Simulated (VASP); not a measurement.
# Sb (R-3m) in VASP: a series of runs

The runs below take Sb through single point, with PBE.

Everything below comes from runs of VASP 6.6.1. Logs are shortened: lines on timing, memory, paths and dates and some standing lists are left out, and cuts for length are marked.

## (1) The cell of the first run

The structure is trigonal, space group R-3m (No. 166). The conventional cell has a = 4.376 Å, b = 4.376 Å, c = 11.530 Å, α = 90.00°, β = 90.00°, γ = 120.00°. Sb (site symmetry 3m) has 6 Sb at 2.95 to 3.43 Å within 3.9 Å.

## (2) Single point, PBE

INCAR reads:

```
SYSTEM = Sb
  PREC = Accurate
  ENCUT = 520
  EDIFF = 1E-6
  ISMEAR = 0
  SIGMA = 0.03
  LREAL = .FALSE.
  LASPH = .TRUE.
  NELM = 100
  ALGO = Normal
  ISIF = 2
  LWAVE = .FALSE.
  LCHARG = .TRUE.
  GGA = PE
  LELF = .TRUE.
  LVHAR = .TRUE.
  NBANDS = 12
```

KPOINTS reads:

```
regular mesh
0
G
  9 9 9
  0 0 0
```

POSCAR reads:

```
Sb
1.0
    2.1879029667      1.2631863668      3.8431731385
   -2.1879029667      1.2631863668      3.8431731385
    0.0000000000     -2.5263727336      3.8431731385
Sb
2
Direct
    0.2326795448      0.2326795448      0.2326795448
    0.7673204552      0.7673204552      0.7673204552
```

Potentials or basis: VASP PAW PBE potentials, release 64 (Sb).

The run is started by

```sh
$ cat potpaw_PBE.64/Sb/POTCAR > POTCAR
$ mpirun -np 1 vasp_std > vasp.out
```

OUTCAR:

```text
SYSTEM = Sb
   PREC = Accurate
   ENCUT = 520
   EDIFF = 1E-6
   ISMEAR = 0
   LREAL = .FALSE.
   LASPH = .TRUE.
   NELM = 100
   ISIF = 2
   GGA = PE

 ion  position               nearest neighbor table
   1  0.233  0.233  0.233-   2 2.95   2 2.95   2 2.95   2 3.43   2 3.43   2 3.43
   2  0.767  0.767  0.767-   1 2.95   1 2.95   1 2.95   1 3.43   1 3.43   1 3.43

  LATTYP: Found a trigonal (rhomboedric) cell.
 ALAT       =     4.5991889460
 COS(alpha) =     0.5473905614

  Lattice vectors:

 A1 = (   2.1879029667,   1.2631863668,   3.8431731385)
 A2 = (  -2.1879029667,   1.2631863668,   3.8431731385)
 A3 = (   0.0000000000,  -2.5263727336,   3.8431731385)

Analysis of symmetry for initial positions (statically):
=====================================================================
 Subroutine PRICEL returns:
 Original cell was already a primitive cell.

 Routine SETGRP: Setting up the symmetry group for a
 trigonal (rhombohedral) supercell.

 Subroutine GETGRP returns: Found 12 space group operations
 (whereof 12 operations were pure point group operations)
 out of a pool of 12 trial point group operations.

The static configuration has the point symmetry D_3d.

Analysis of symmetry for dynamics (positions and initial velocities):
=====================================================================
 Subroutine PRICEL returns:
 Original cell was already a primitive cell.

 Routine SETGRP: Setting up the symmetry group for a
 trigonal (rhombohedral) supercell.

 Subroutine GETGRP returns: Found 12 space group operations
 (whereof 12 operations were pure point group operations)
 out of a pool of 12 trial point group operations.

The dynamic configuration has the point symmetry D_3d.

 Subroutine INISYM returns: Found 12 space group operations
 (whereof 12 operations are pure point group operations),
 and found     1 'primitive' translations

----------------------------------------------------------------------------------------

                                     Primitive cell

  volume of cell :      63.7289

  direct lattice vectors                    reciprocal lattice vectors
     2.187902967  1.263186367  3.843173139     0.228529330  0.131941470  0.086733884
    -2.187902967  1.263186367  3.843173139    -0.228529330  0.131941470  0.086733884
     0.000000000 -2.526372734  3.843173139     0.000000000 -0.263882941  0.086733884

  length of vectors
     4.599188946  4.599188946  4.599188946     0.277771440  0.277771440  0.277771440

  position of ions in fractional coordinates (direct lattice)
     0.232679545  0.232679545  0.232679545
     0.767320455  0.767320455  0.767320455

  ion indices of the primitive-cell ions
   primitive index   ion index
                 1           1
                 2           2

----------------------------------------------------------------------------------------

 KPOINTS: regular mesh

Automatic generation of k-mesh.
 Grid dimensions read from file:
 generate k-points for:    9    9    9

 Generating k-lattice:

  Cartesian coordinates                     Fractional coordinates (reciprocal lattice)
     0.025392148  0.014660163  0.009637098     0.111111111  0.000000000 -0.000000000
    -0.025392148  0.014660163  0.009637098     0.000000000  0.111111111 -0.000000000
     0.000000000 -0.029320327  0.009637098    -0.000000000 -0.000000000  0.111111111

  Length of vectors
     0.030863493  0.030863493  0.030863493

  Shift w.r.t. Gamma in fractional coordinates (k-lattice)
     0.000000000  0.000000000  0.000000000

 Subroutine IBZKPT returns following result:
 ===========================================

 Found     85 irreducible k-points:

 Following reciprocal coordinates:
            Coordinates               Weight
  0.000000  0.000000  0.000000      1.000000
  0.111111  0.000000 -0.000000      6.000000
  0.222222  0.000000 -0.000000      6.000000
  0.333333 -0.000000 -0.000000      6.000000
  0.444444  0.000000 -0.000000      6.000000
  0.111111  0.111111 -0.000000      6.000000
[... 16 lines left out ...]
 -0.333333  0.333333  0.000000      6.000000
  0.444444  0.444444 -0.000000      6.000000
 [... further k-points ...]
   k-points           NKPTS =     85   k-points in BZ     NKDIM =     85   number of bands    NBANDS=     12
   number of dos      NEDOS =    301   number of ions     NIONS =      2
   total plane-waves  NPLWV =  46656
   dimension x,y,z NGX =    36 NGY =   36 NGZ =   36
   dimension x,y,z NGXF=    72 NGYF=   72 NGZF=   72
   ions per type =               2
   NGX,Y,Z   is equivalent  to a cutoff of  13.01, 13.01, 13.01 a.u.
   NGXF,Y,Z  is equivalent  to a cutoff of  26.03, 26.03, 26.03 a.u.
 SYSTEM =  Sb
   PREC   = accura    normal or accurate (medium, high low for compatibility)
   ISTART =      0    job   : 0-new  1-cont  2-samecut
   ICHARG =      2    charge: 1-file 2-atom 10-const
   ISPIN  =      1    spin polarized calculation?
   LNONCOLLINEAR =      F non collinear calculations
   LSORBIT =      F    spin-orbit coupling
   LASPH  =      T    aspherical Exc in radial PAW
   ENCUT  =  520.0 eV  38.22 Ry    6.18 a.u.   8.55  8.55  8.55*2*pi/ulx,y,z
   NELM   =    100;   NELMIN=  2; NELMDL= -5     # of ELM steps
   EDIFF  = 0.1E-05   stopping-criterion for ELM
   LREAL  =      F    real-space projection
   EDIFFG = 0.1E-04   stopping-criterion for IOM
   NSW    =      0    number of steps for IOM
   IBRION =     -1    ionic relax: 0-MD 1-quasi-New 2-CG
   NFREE  =      0    steps in history (QN), initial steepest desc. (CG)
   ISIF   =      2    stress and relaxation
   ISYM   =      2    0-nonsym 1-usesym 2-fastsym
   POTIM  = 0.5000    time-step for ionic-motion
   TEBEG  =    0.0;   TEEND  =   0.0 temperature during run
   PSTRESS=    0.0 pullay stress
   NELECT =      10.0000    total number of electrons
   NUPDOWN=      -1.0000    fix difference up-down
   EMIN   =  10.00;   EMAX   =-10.00  energy-range for DOS
   EFERMI =   0.00;   METHOD = LEGACY
   ISMEAR =     0;   SIGMA  =   0.03  broadening in eV -4-tet -1-fermi 0-gaus
   EFERMI_NEDOS =   21; number of points for ismear=-14 and -15
   IALGO  =     38    algorithm
   IMIX   =      4    mixing-type and parameters
     AMIX     =   0.40;   BMIX     =  1.00
     AMIX_MAG =   1.60;   BMIX_MAG =  1.00
  volume/ion in A,a.u.               =      31.86       215.03
  Fermi-wavevector in a.u.,A,eV,Ry     =   0.883004  1.668635 10.608406  0.779696
  Thomas-Fermi vector in A             =   2.003712
   LORBIT       =      0    0 simple, 1 ext, 2 COOP (PROOUT), +10 PAW based schemes
   GGA     = PE    functional components
   LHFCALC =     F    Hartree Fock is set to
   AEXX    =    0.0000 exact exchange contribution
   IVDW    =     0    specifies the selected vdW correction
   LEPSILON=     F    determine dielectric tensor
   LRPA    =     F    only Hartree local field effects (RPA)
 non-spin polarized calculation
 Gauss-broadening in eV      SIGMA  =   0.03
  energy-cutoff  :      520.00
  volume of cell :       63.73
 maximum number of plane-waves:      1737
 NGX is ok and might be reduce to    36
   NGX = 17   NGY = 17   NGZ = 17

 number of electron      10.0000000 magnetization

 Free energy of the ion-electron system (eV)
  ---------------------------------------------------
  ext. energy  EPLUGINS =         0.00000000
  ---------------------------------------------------
  free energy    TOTEN  =        -8.28149635 eV

  energy without entropy =       -8.28149623  energy(sigma->0) =       -8.28149629

 E-fermi :   6.5692     XC(G=0):  -9.2974

 val. band max:        6.4855596733   @ k =   0.3333   0.2222   0.2222
 cond. band min:       6.6527809830   @ k =   0.4444   0.0000  -0.0000
 fundamental gap:      0.1672213097
 Fermi energy:         6.5691710971

 k-point     1 :       0.0000    0.0000    0.0000
  band No.  band energies     occupation
      1      -5.7033      2.00000
      2       1.5685      2.00000
      3       4.6848      2.00000
      4       4.9352      2.00000
      5       4.9352      2.00000
      6       8.5886      0.00000
      7       9.2149      0.00000
      8       9.2149      0.00000
      9      11.8086      0.00000
     10      11.8086      0.00000
     11      11.9456      0.00000
     12      13.3423      0.00000

 k-point     2 :       0.1111    0.0000   -0.0000
  band No.  band energies     occupation
      1      -5.5742      2.00000
      2       1.0769      2.00000
      3       4.7207      2.00000
      4       4.8995      2.00000
      5       5.0828      2.00000
      6       8.5357      0.00000
      7       8.8738      0.00000
      8       8.9372      0.00000
      9      11.3264      0.00000
     10      11.7153      0.00000
     11      11.8522      0.00000
     12      14.1498      0.00000

 k-point     3 :       0.2222    0.0000   -0.0000
  band No.  band energies     occupation
      1      -5.1903      2.00000
      2      -0.0251      2.00000
      3       4.7141      2.00000
      4       4.8257      2.00000
      5       5.4316      2.00000
      6       8.0017      0.00000
      7       8.2057      0.00000
      8       8.2945      0.00000
      9      11.4181      0.00000
     10      11.9478      0.00000
     11      12.4370      0.00000
     12      15.7963      0.00000
[... 286 lines left out ...]
 k-point    23 :      -0.3333    0.3333    0.0000
  band No.  band energies     occupation
      1      -2.8460      2.00000
      2      -2.7049      2.00000
      3       1.8821      2.00000
      4       3.9987      2.00000
      5       4.1716      2.00000
      6       8.7347      0.00000
      7       8.9657      0.00000
      8      11.7300      0.00000
      9      11.8118      0.00000
     10      13.0741      0.00000
     11      14.4148      0.00000
     12      16.4675      0.00000

 k-point    24 :       0.4444    0.4444   -0.0000
  band No.  band energies     occupation
      1      -3.6523      2.00000
      2      -1.2390      2.00000
      3       1.6831      2.00000
      4       3.1841      2.00000
      5       3.2398      2.00000
      6       8.3106      0.00000
      7      11.2087      0.00000
      8      11.8718      0.00000
      9      12.6585      0.00000
     10      15.0598      0.00000
     11      16.0326      0.00000
     12      17.1810      0.00000

 [... further k-points ...]
[... 5 lines left out ...]
  --------------------------------------------------------------------------------------
  -------------------------------------------------------------------------------------
  Total        0.0422510      0.0422510      0.0039489      0.0000000      0.0000000      0.0000000
  in kB        1.0622119      1.0622119      0.0992766      0.0000000      0.0000000      0.0000000
  external PRESSURE =       0.7412335 kB  Pullay stress =       0.0000000 kB

 VOLUME and BASIS-vectors are now :
 -----------------------------------------------------------------------------
  energy-cutoff  :      520.00
  volume of cell :       63.73
      direct lattice vectors                 reciprocal lattice vectors
     2.187902967  1.263186367  3.843173139     0.228529330  0.131941470  0.086733884
    -2.187902967  1.263186367  3.843173139    -0.228529330  0.131941470  0.086733884
     0.000000000 -2.526372734  3.843173139     0.000000000 -0.263882941  0.086733884

 POSITION                                       TOTAL-FORCE (eV/Angst)
 -----------------------------------------------------------------------------------
      0.00000      0.00000      2.68268         0.000000      0.000000      0.026753
      0.00000      0.00000      8.84684         0.000000     -0.000000     -0.026753
 -----------------------------------------------------------------------------------
    total drift:                               -0.000000     -0.000000     -0.000000

  FREE ENERGIE OF THE ION-ELECTRON SYSTEM (eV)
  ---------------------------------------------------
  free  energy   TOTEN  =        -8.2814963504 eV

  energy  without entropy=       -8.2814962324  energy(sigma->0) =       -8.28149629
```

Wall time 36 s (1 thread of Intel Xeon Platinum 8259CL at 2.50GHz (Skylake/Cascade Lake), shared host); peak memory 0.23 GiB.

What came out:

* Free energy: -8.2815 eV
* Pressure: 0.1 GPa
* Largest force: 0.027 eV/Å
* Band gap on the k mesh: 0.17 eV, indirect (least direct gap 0.50 eV)

Forces in eV/Å, atoms in the order of the input:
```
Sb   0.000  0.000  0.027
Sb   0.000  0.000 -0.027
```

Caveat: spin-orbit coupling is left out, which moves the levels of the heavy elements. A k mesh can miss the band edges.

## (3) Single point, PBE

INCAR reads:

```
SYSTEM = Sb
ALGO = Normal
EDIFF = 1E-6
ENCUT = 520
GGA = PE
ISIF = 2
ISMEAR = 0
LASPH = .TRUE.
LCHARG = .FALSE.
LREAL = .FALSE.
LWAVE = .FALSE.
NBANDS = 12
NELM = 80
PREC = Accurate
SIGMA = 0.1
```

KPOINTS reads:

```
k-points
0
G
  9 9 9
  0 0 0
```

POSCAR is that of step 2.

Potentials or basis: VASP PAW PBE potentials, release 64 (Sb).

The run is started by

```sh
$ cat potpaw_PBE.64/Sb/POTCAR > POTCAR
$ mpirun -np 1 vasp_std > vasp.out
```

Wall time 34 s (1 thread of Intel Xeon Platinum 8259CL at 2.50GHz (Skylake/Cascade Lake), shared host); peak memory 0.23 GiB.

It converged, with:

```
Free energy            : -8.2817 eV
Pressure               : 0.1 GPa
Largest force          : 0.027 eV/Å
Band gap on the k mesh : 0.17 eV, indirect (least direct gap 0.50 eV)
```

Forces in eV/Å, atoms in the order of the input:
```
Sb   0.000  0.000  0.027
Sb   0.000  0.000 -0.027
```

Stress tensor (GPa, compression positive):
```
0.09 0.00 0.00
0.00 0.09 0.00
0.00 0.00 0.01
```

Levels at points of the mesh, in eV from the valence-band top:
```tsv
k point	band 2	band 3	band 4	band 5	band 6	band 7	band 8	band 9
(0.00, 0.00, 0.00)	-4.92	-1.80	-1.55	-1.55	2.10	2.73	2.73	5.32
```

Caveat: spin-orbit coupling is left out, which moves the levels of the heavy elements.

## (4) Single point, PBE

INCAR reads:

```
PREC = Accurate
ENCUT = 520
EDIFF = 1E-6
ISMEAR = 0
SIGMA = 0.2
LREAL = False
LASPH = True
NELM = 100
ALGO = Normal
ISIF = 2
LWAVE = False
LCHARG = False
GGA = PE
NBANDS = 12
```

KPOINTS reads:

```
regular mesh
0
Gamma
  9 9 9
```

POSCAR is that of step 3.

The run is started by

```sh
$ cat potpaw_PBE.64/Sb/POTCAR > POTCAR
$ mpirun -np 1 vasp_std > vasp.out
```

Run time: 44 s. Hardware: 1 thread of Intel Xeon Platinum 8259CL at 2.50GHz (Skylake/Cascade Lake), shared host; peak memory 0.23 GiB.

The run converged. Its results:

```
Free energy            : -8.2827 eV
Pressure               : 0.1 GPa
Largest force          : 0.029 eV/Å
Band gap on the k mesh : 0.17 eV, indirect (least direct gap 0.50 eV)
```

Forces on the atoms (eV/Å):
```
Sb   0.000  0.000  0.029
Sb   0.000  0.000 -0.029
```

Levels at points of the mesh, in eV from the valence-band top:
```csv
k point,band 1,band 2,band 3,band 4,band 5,band 6,band 7,band 8,band 9,band 10
"(0.00, 0.00, 0.00)",-12.19,-4.92,-1.80,-1.55,-1.55,2.10,2.73,2.73,5.32,5.32
```

Caveat: spin-orbit coupling is left out, which moves the levels of the heavy elements. A k mesh can miss the band edges.

## (5) Summary

| smearing | gap on the mesh (eV) | pressure (GPa) | largest force (eV/Å) |
| --- | --- | --- | --- |
| gaussian 0.03 eV | 0.17 | 0.1 | 0.03 |
| gaussian 0.1 eV | 0.17 | 0.1 | 0.03 |
| gaussian 0.2 eV | 0.17 | 0.1 | 0.03 |

Alike in all rows: task single point; level PBE; potentials or basis VASP PAW PBE potentials, release 64 (Sb); no spin polarisation; cell as given; k mesh 9 × 9 × 9; cutoff (eV) 520.

On the cell as given the gap runs from 0.17 eV (PBE) to 0.17 eV (PBE).

Caveats: spin-orbit coupling is left out, which moves the levels of the heavy elements.

Total energies depend on the potentials used, so only differences within one code and one set of settings carry meaning.
